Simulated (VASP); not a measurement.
Crystal: Ni.

```xyz
1
Lattice="0.0000 1.7619 1.7619 1.7619 0.0000 1.7619 1.7619 1.7619 0.0000" Properties=species:S:1:pos:R:3 pbc="T T T"
Ni    0.0000    0.0000    0.0000
```

- Program: VASP 6.6.1
- Task: relaxation of cell and atoms
- Functional: LDA
- Potentials or basis: VASP PAW LDA potentials, release 64 (Ni)
- Cutoff: 600 eV
- k mesh: 10 × 10 × 10
- Occupations: gaussian, width 0.1 eV
- Spin: collinear spin, ferromagnetic start
- Starting moments: [0.8] μB

At the start: pressure -17.4 GPa; volume 10.94 Å³/atom.

Problem. Where does the relaxation end?

Solution. Over 3 steps the energy falls by 53.0 meV/atom and the volume is 10.06 Å³/atom (-8.1 %); space group Fm-3m (No. 225, to 0.1 Å) before and after; moment 0.65 μB per cell.

Step by step:
| step | energy change (eV) | largest force (eV/Å) | pressure (GPa) | volume (Å³) |
| --- | --- | --- | --- | --- |
| 1 | 0.0000 | 0.0000 | -17.36 | 10.94 |
| 2 | 0.0183 | 0.0000 | 28.64 | 9.17 |
| 3 | -0.0530 | 0.0000 | -0.36 | 10.06 |

Final structure:
```
CELL_PARAMETERS angstrom
0.00000 1.71321 1.71321
1.71321 0.00000 1.71321
1.71321 1.71321 0.00000
ATOMIC_POSITIONS crystal
Ni 0.00000 0.00000 0.00000
```
